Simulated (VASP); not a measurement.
# Cr (I4/mmm) in VASP: notebook, part 2 of 2

VASP 6.6.1.

## (4) Single point, PBEsol

The input, INCAR:

```
SYSTEM = Cr
ALGO = Fast
EDIFF = 1E-6
ENCUT = 520
GGA = PS
ISIF = 2
ISMEAR = 0
LASPH = .TRUE.
LCHARG = .FALSE.
LREAL = .FALSE.
LWAVE = .FALSE.
NBANDS = 12
NELM = 60
PREC = Accurate
SIGMA = 0.15
```

The input, KPOINTS:

```
k-points
0
G
  26 26 26
  0 0 0
```

The input, POSCAR:

```
Cr
1.0
   -1.3569269018      1.3569269018      1.6283122822
    1.3569269018     -1.3569269018      1.6283122822
    1.3569269018      1.3569269018     -1.6283122822
Cr
1
Direct
    0.0000000000      0.0000000000      0.0000000000
```

Potentials or basis: VASP PAW PBE potentials, release 64 (Cr_pv).

Command:

```bash
> cat potpaw_PBE.64/Cr_pv/POTCAR > POTCAR
> mpirun -np 1 vasp_std > vasp.out
```

OUTCAR:

```text
SYSTEM = Cr
   EDIFF = 1E-6
   ENCUT = 520
   GGA = PS
   ISIF = 2
   ISMEAR = 0
   LASPH = .TRUE.
   LREAL = .FALSE.
   NELM = 60
   PREC = Accurate

 ion  position               nearest neighbor table
   1  0.000  0.000  0.000-

  LATTYP: Found a body centered tetragonal cell.
 ALAT       =     2.7138538036
 C/A-ratio  =     1.2000000000

  Lattice vectors:

 A1 = (  -1.3569269018,   1.3569269018,   1.6283122822)
 A2 = (   1.3569269018,  -1.3569269018,   1.6283122822)
 A3 = (   1.3569269018,   1.3569269018,  -1.6283122822)

Analysis of symmetry for initial positions (statically):
=====================================================================
 Subroutine PRICEL returns:
 Original cell was already a primitive cell.

 Routine SETGRP: Setting up the symmetry group for a
 body centered tetragonal supercell.

 Subroutine GETGRP returns: Found 16 space group operations
 (whereof 16 operations were pure point group operations)
 out of a pool of 16 trial point group operations.

The static configuration has the point symmetry D_4h.

Analysis of symmetry for dynamics (positions and initial velocities):
=====================================================================
 Subroutine PRICEL returns:
 Original cell was already a primitive cell.

 Routine SETGRP: Setting up the symmetry group for a
 body centered tetragonal supercell.

 Subroutine GETGRP returns: Found 16 space group operations
 (whereof 16 operations were pure point group operations)
 out of a pool of 16 trial point group operations.

The dynamic configuration has the point symmetry D_4h.

 Subroutine INISYM returns: Found 16 space group operations
 (whereof 16 operations are pure point group operations),
 and found     1 'primitive' translations

----------------------------------------------------------------------------------------

                                     Primitive cell

  volume of cell :      11.9925

  direct lattice vectors                    reciprocal lattice vectors
    -1.356926902  1.356926902  1.628312282     0.000000000  0.368479687  0.307066406
     1.356926902 -1.356926902  1.628312282     0.368479687  0.000000000  0.307066406
     1.356926902  1.356926902 -1.628312282     0.368479687  0.368479687  0.000000000

  length of vectors
     2.516724483  2.516724483  2.516724483     0.479653059  0.479653059  0.521108971

  position of ions in fractional coordinates (direct lattice)
     0.000000000  0.000000000  0.000000000

  ion indices of the primitive-cell ions
   primitive index   ion index
                 1           1

----------------------------------------------------------------------------------------

 KPOINTS: k-points

Automatic generation of k-mesh.
 Grid dimensions read from file:
 generate k-points for:   26   26   26

 Generating k-lattice:

  Cartesian coordinates                     Fractional coordinates (reciprocal lattice)
     0.000000000  0.014172296  0.011810246     0.038461538  0.000000000  0.000000000
     0.014172296  0.000000000  0.011810246     0.000000000  0.038461538  0.000000000
     0.014172296  0.014172296  0.000000000     0.000000000  0.000000000  0.038461538

  Length of vectors
     0.018448195  0.018448195  0.020042653

  Shift w.r.t. Gamma in fractional coordinates (k-lattice)
     0.000000000  0.000000000  0.000000000

 Subroutine IBZKPT returns following result:
 ===========================================

 Found   1330 irreducible k-points:

 Following reciprocal coordinates:
            Coordinates               Weight
  0.000000  0.000000  0.000000      1.000000
  0.038462  0.000000  0.000000      8.000000
  0.076923  0.000000  0.000000      8.000000
  0.115385 -0.000000  0.000000      8.000000
  0.153846  0.000000  0.000000      8.000000
  0.192308  0.000000 -0.000000      8.000000
[... 16 lines left out ...]
  0.346154  0.038462  0.000000     16.000000
  0.384615  0.038462 -0.000000     16.000000
 [... further k-points ...]
   k-points           NKPTS =   1330   k-points in BZ     NKDIM =   1330   number of bands    NBANDS=     12
   number of dos      NEDOS =    301   number of ions     NIONS =      1
   total plane-waves  NPLWV =   8000
   dimension x,y,z NGX =    20 NGY =   20 NGZ =   20
   dimension x,y,z NGXF=    40 NGYF=   40 NGZF=   40
   ions per type =               1
   NGX,Y,Z   is equivalent  to a cutoff of  13.21, 13.21, 13.21 a.u.
   NGXF,Y,Z  is equivalent  to a cutoff of  26.42, 26.42, 26.42 a.u.
 SYSTEM =  Cr
   PREC   = accura    normal or accurate (medium, high low for compatibility)
   ISTART =      0    job   : 0-new  1-cont  2-samecut
   ICHARG =      2    charge: 1-file 2-atom 10-const
   ISPIN  =      1    spin polarized calculation?
   LNONCOLLINEAR =      F non collinear calculations
   LSORBIT =      F    spin-orbit coupling
   LASPH  =      T    aspherical Exc in radial PAW
   ENCUT  =  520.0 eV  38.22 Ry    6.18 a.u.   4.68  4.68  4.68*2*pi/ulx,y,z
   NELM   =     60;   NELMIN=  2; NELMDL= -5     # of ELM steps
   EDIFF  = 0.1E-05   stopping-criterion for ELM
   LREAL  =      F    real-space projection
   EDIFFG = 0.1E-04   stopping-criterion for IOM
   NSW    =      0    number of steps for IOM
   IBRION =     -1    ionic relax: 0-MD 1-quasi-New 2-CG
   NFREE  =      0    steps in history (QN), initial steepest desc. (CG)
   ISIF   =      2    stress and relaxation
   ISYM   =      2    0-nonsym 1-usesym 2-fastsym
   POTIM  = 0.5000    time-step for ionic-motion
   TEBEG  =    0.0;   TEEND  =   0.0 temperature during run
   PSTRESS=    0.0 pullay stress
   NELECT =      12.0000    total number of electrons
   NUPDOWN=      -1.0000    fix difference up-down
   EMIN   =  10.00;   EMAX   =-10.00  energy-range for DOS
   EFERMI =   0.00;   METHOD = LEGACY
   ISMEAR =     0;   SIGMA  =   0.15  broadening in eV -4-tet -1-fermi 0-gaus
   EFERMI_NEDOS =   21; number of points for ismear=-14 and -15
   IALGO  =     68    algorithm
   IMIX   =      4    mixing-type and parameters
     AMIX     =   0.40;   BMIX     =  1.00
     AMIX_MAG =   1.60;   BMIX_MAG =  1.00
  volume/ion in A,a.u.               =      11.99        80.93
  Fermi-wavevector in a.u.,A,eV,Ry     =   1.637439  3.094310 36.480015  2.681205
  Thomas-Fermi vector in A             =   2.728578
   LORBIT       =      0    0 simple, 1 ext, 2 COOP (PROOUT), +10 PAW based schemes
   GGA     = PS    functional components
   LHFCALC =     F    Hartree Fock is set to
   AEXX    =    0.0000 exact exchange contribution
   IVDW    =     0    specifies the selected vdW correction
   LEPSILON=     F    determine dielectric tensor
   LRPA    =     F    only Hartree local field effects (RPA)
 non-spin polarized calculation
 RMM-DIIS sequential band-by-band and
 Gauss-broadening in eV      SIGMA  =   0.15
  energy-cutoff  :      520.00
  volume of cell :       11.99
 maximum number of plane-waves:       332
   NGX =  9   NGY =  9   NGZ =  9

 number of electron      12.0000007 magnetization

 Free energy of the ion-electron system (eV)
  ---------------------------------------------------
  ext. energy  EPLUGINS =         0.00000000
  ---------------------------------------------------
  free energy    TOTEN  =        -9.98990119 eV

  energy without entropy =       -9.97521167  energy(sigma->0) =       -9.98255643

 E-fermi :  10.2709     XC(G=0): -13.6090

 val. band max:       10.2697064859   @ k =  -0.1538   0.4231   0.1154
 cond. band min:      10.2714168728   @ k =  -0.0769  -0.0769   0.0385
 fundamental gap:      0.0017103869
 Fermi energy:        10.2709193760

 k-point     1 :       0.0000    0.0000    0.0000
  band No.  band energies     occupation
      1     -32.2757      2.00000
      2     -32.2747      2.00000
      3     -32.2747      2.00000
      4       2.5575      2.00000
      5       9.2844      2.00000
      6       9.2844      2.00000
      7      10.4402      0.11049
      8      10.5096      0.02441
      9      11.7405      0.00000
     10      17.4289      0.00000
     11      30.3412      0.00000
     12      33.7614      0.00000
[... 331 lines left out ...]
 k-point    24 :       0.3846    0.0385   -0.0000
  band No.  band energies     occupation
      1     -33.0290      2.00000
      2     -32.4570      2.00000
      3     -32.2983      2.00000
      4       6.0715      2.00000
      5       8.7846      2.00000
      6       9.9381      1.99830
      7      10.4228      0.15220
      8      11.9163      0.00000
      9      12.6296      0.00000
     10      17.4271      0.00000
     11      20.9033      0.00000
     12      28.4441      0.00000

 [... further k-points ...]

------------------------ aborting loop because EDIFF is reached ----------------------------------------

  FORCE on cell =-STRESS in cart. coord.  units (eV):
  Direction    XX          YY          ZZ          XY          YZ          ZX
  --------------------------------------------------------------------------------------
  -------------------------------------------------------------------------------------
  Total       -0.2211395     -0.2211395     -2.6851800      0.0000000      0.0000000     -0.0000000
  in kB      -29.5438018    -29.5438018   -358.7347034      0.0000000      0.0000000     -0.0000000
  external PRESSURE =    -139.2741023 kB  Pullay stress =       0.0000000 kB

 VOLUME and BASIS-vectors are now :
 -----------------------------------------------------------------------------
  energy-cutoff  :      520.00
  volume of cell :       11.99
      direct lattice vectors                 reciprocal lattice vectors
    -1.356926902  1.356926902  1.628312282     0.000000000  0.368479687  0.307066406
     1.356926902 -1.356926902  1.628312282     0.368479687  0.000000000  0.307066406
     1.356926902  1.356926902 -1.628312282     0.368479687  0.368479687  0.000000000

 POSITION                                       TOTAL-FORCE (eV/Angst)
 -----------------------------------------------------------------------------------
      0.00000      0.00000      0.00000         0.000000     -0.000000      0.000000
 -----------------------------------------------------------------------------------
    total drift:                                0.000000     -0.000000      0.000000

  FREE ENERGIE OF THE ION-ELECTRON SYSTEM (eV)
  ---------------------------------------------------
  free  energy   TOTEN  =        -9.9899011915 eV

  energy  without entropy=       -9.9752116654  energy(sigma->0) =       -9.98255643
```

stdout:

```text
POSCAR found type information on POSCAR Cr
 POSCAR found :  1 types and       1 ions
 scaLAPACK will be used
 -----------------------------------------------------------------------------
|                                                                             |
|                                                                             |
|     You enforced a specific xc type in the INCAR file but a different       |
|     I HOPE YOU KNOW WHAT YOU ARE DOING!                                     |
|                                                                             |
 -----------------------------------------------------------------------------

 LDA part: xc-table for (Slater+PW92), standard interpolation
 POSCAR, INCAR and KPOINTS ok, starting setup
 FFT: planning ... GRIDC
 FFT: planning ... GRID_SOFT
 FFT: planning ... GRID
 WAVECAR not read
 entering main loop
WARNING in EDDRMM: call to ZHEGV failed, returncode =   6  3     10
```

Run time: 2 min. Hardware: 1 thread of Intel Xeon Platinum 8488C (Sapphire Rapids), shared host; peak memory 0.28 GiB.

Results:

```yaml
Free_energy: -9.9899 eV
Pressure: -13.9 GPa
Band_gap_on_the_k_mesh: zero (band 6 reaches 12.48 eV, above the bottom of band 7 at 9.68 eV)
```

Stress tensor (GPa, compression positive):
```
 -2.95   0.00   0.00
  0.00  -2.95   0.00
  0.00   0.00 -35.87
```

Caveat: the PAW data sets were made with another functional, which shifts forces and pressure a little; the run has no spin polarisation, though such a crystal can be magnetic.

## (5) Single point, PBEsol

The input, INCAR:

```
PREC     = Accurate       # precision mode
ENCUT    = 520            # plane-wave cutoff, eV
EDIFF    = 1E-6           # SCF threshold, eV
ISMEAR   = 0              # smearing method
SIGMA    = 0.15           # smearing width, eV
LREAL    = F              # projectors in reciprocal space
LASPH    = T              # aspherical terms in the spheres
NELM     = 100            # most SCF steps
ALGO     = Fast           # electronic algorithm
ISIF     = 2              # what is computed and relaxed
LWAVE    = F              # write WAVECAR
LCHARG   = T              # write CHGCAR
GGA      = PS             # functional
LELF     = T              # ELF
LVHAR    = T            
NBANDS   = 12             # bands
```

The input, KPOINTS:

```
regular mesh
0
Gamma
  26 26 26
```

The input, POSCAR:

```
Cr
1.0
   -1.5664576830      1.5664576830      1.2218369927
    1.5664576830     -1.5664576830      1.2218369927
    1.5664576830      1.5664576830     -1.2218369927
Cr
1
Direct
    0.0000000000      0.0000000000      0.0000000000
```

Potentials or basis: VASP PAW PBE potentials, release 64 (Cr_pv).

Command:

```bash
> cat potpaw_PBE.64/Cr_pv/POTCAR > POTCAR
> mpirun -np 1 vasp_std > vasp.out
```

OUTCAR:

```text
PREC = Accurate
   ENCUT = 520
   EDIFF = 1E-6
   ISMEAR = 0
   LREAL = F
   LASPH = T
   NELM = 100
   ISIF = 2
   GGA = PS

 ion  position               nearest neighbor table
   1  0.000  0.000  0.000-

  LATTYP: Found a body centered tetragonal cell.
 ALAT       =     3.1329153660
 C/A-ratio  =     0.7800000000

  Lattice vectors:

 A1 = (  -1.5664576830,   1.5664576830,   1.2218369927)
 A2 = (   1.5664576830,  -1.5664576830,   1.2218369927)
[... 540 lines left out ...]
     12      26.9637      0.00000

 [... further k-points ...]

------------------------ aborting loop because EDIFF is reached ----------------------------------------

  FORCE on cell =-STRESS in cart. coord.  units (eV):
  Direction    XX          YY          ZZ          XY          YZ          ZX
  --------------------------------------------------------------------------------------
  -------------------------------------------------------------------------------------
  Total       -1.5179240     -1.5179240      0.6438024      0.0000000      0.0000000      0.0000000
  in kB     -202.7916285   -202.7916285     86.0107220      0.0000000      0.0000000      0.0000000
  external PRESSURE =    -106.5241783 kB  Pullay stress =       0.0000000 kB

 VOLUME and BASIS-vectors are now :
 -----------------------------------------------------------------------------
  energy-cutoff  :      520.00
  volume of cell :       11.99
      direct lattice vectors                 reciprocal lattice vectors
    -1.566457683  1.566457683  1.221836993     0.000000000  0.319191514  0.409219890
     1.566457683 -1.566457683  1.221836993     0.319191514  0.000000000  0.409219890
     1.566457683  1.566457683 -1.221836993     0.319191514  0.319191514  0.000000000

 POSITION                                       TOTAL-FORCE (eV/Angst)
 -----------------------------------------------------------------------------------
      0.00000      0.00000      0.00000        -0.000000      0.000000      0.000000
 -----------------------------------------------------------------------------------
    total drift:                                0.000000     -0.000000      0.000000

  FREE ENERGIE OF THE ION-ELECTRON SYSTEM (eV)
  ---------------------------------------------------
  free  energy   TOTEN  =        -9.8591894328 eV

  energy  without entropy=       -9.8471648051  energy(sigma->0) =       -9.85317712
```

stdout:

```text
POSCAR found type information on POSCAR Cr
 POSCAR found :  1 types and       1 ions
 scaLAPACK will be used
 -----------------------------------------------------------------------------
|                                                                             |
|                                                                             |
|     You enforced a specific xc type in the INCAR file but a different       |
|     I HOPE YOU KNOW WHAT YOU ARE DOING!                                     |
|                                                                             |
 -----------------------------------------------------------------------------

 LDA part: xc-table for (Slater+PW92), standard interpolation
 POSCAR, INCAR and KPOINTS ok, starting setup
 FFT: planning ... GRIDC
 FFT: planning ... GRID_SOFT
 FFT: planning ... GRID
 WAVECAR not read
 entering main loop
WARNING in EDDRMM: call to ZHEGV failed, returncode =   8  4     10
```

Wall time 1.9 min (1 thread of Intel Xeon Platinum 8488C (Sapphire Rapids), shared host); peak memory 0.29 GiB.

Results:

```yaml
Free_energy: -9.8592 eV
Pressure: -10.7 GPa
Band_gap_on_the_k_mesh: zero (band 6 reaches 12.74 eV, above the bottom of band 7 at 9.14 eV)
```

Levels at points of the mesh, in eV from the Fermi level:
```csv
k point,band 4,band 5,band 6,band 7,band 8,band 9
"(0.00, 0.00, 0.00)",-7.69,-1.95,-0.40,0.35,0.35,1.80
"(0.50, 0.00, 0.00)",-4.19,-2.84,0.87,2.19,2.55,2.74
"(0.50, 0.50, 0.00)",-4.10,-0.45,-0.34,-0.28,0.81,2.71
"(0.50, 0.50, 0.50)",-4.37,-3.71,2.46,2.46,2.71,7.25
```

Caveat: the PAW data sets were made with another functional, which shifts forces and pressure a little; the run has no spin polarisation, though such a crystal can be magnetic. Spin polarisation is off, so any magnetic state and its effect on volume and gap are missing.

## (6) The runs side by side

| cell | further INCAR settings | gap on the mesh (eV) | pressure (GPa) |
| --- | --- | --- | --- |
| a = 2.559 Å, angles 101.5, 101.5, 126.9°, 1 atom | ALGO = Fast; EDIFF = 1e-06; NBANDS = 12 | none | -5.4 |
| a = 2.512 Å, angles 105.4, 105.4, 118.0°, 1 atom | ALGO = Fast; EDIFF = 1e-07; NBANDS = 12 | none | -14.2 |
| a = 2.517 Å, angles 114.7, 114.7, 99.4°, 1 atom | ALGO = Fast; EDIFF = 1e-06; NBANDS = 12 | none | -13.9 |
| a = 2.530 Å, angles 103.5, 103.5, 122.2°, 1 atom | ALGO = Fast; EDIFF = 1e-06; NBANDS = 12 | none | -10.7 |

Alike in all rows: task single point; level PBEsol; potentials or basis VASP PAW PBE potentials, release 64 (Cr_pv); no spin polarisation; k mesh 26 × 26 × 26; cutoff (eV) 520; smearing gaussian 0.15 eV.

Caveats: the PAW data sets were made with another functional, which shifts forces and pressure a little; the run has no spin polarisation, though such a crystal can be magnetic.

Total energies depend on the potentials used, so only differences within one code and one set of settings carry meaning.
